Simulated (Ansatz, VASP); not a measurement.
HfO2: VASP beside Ansatz

```
Hf O
1.0
     0.00000    2.59116    2.59116
     2.59116    0.00000    2.59116
     2.59116    2.59116    0.00000
Hf O
1 2
Direct
  0.00000 0.00000 0.00000
  0.25000 0.25000 0.25000
  0.75000 0.75000 0.75000
```

Change from the starting cell: volume scaled by 1.04, crystal datasets.

Alike in both runs: task electric field gradients; functional PBE; k mesh 9 × 9 × 9; occupations fermi-dirac, width 0.01 eV; no spin polarisation.

|  | VASP | Ansatz |
| --- | --- | --- |
| version | VASP 6.6.1 | Ansatz 0.2.0 |
| potentials or method | VASP PAW PBE potentials, release 64 (Hf_pv, O), cutoff 520 eV | all-electron PAW with datasets made for the crystal, scalar-relativistic |

```csv
,VASP,Ansatz,Ansatz less VASP
gap on the k mesh at the Fermi level (eV),3.72,3.72,-0.005
pressure (GPa),-14.1,-11.0,+3.18
```

Ansatz ran all-electron here, and VASP with PAW potentials.

Spin-orbit coupling is off throughout.
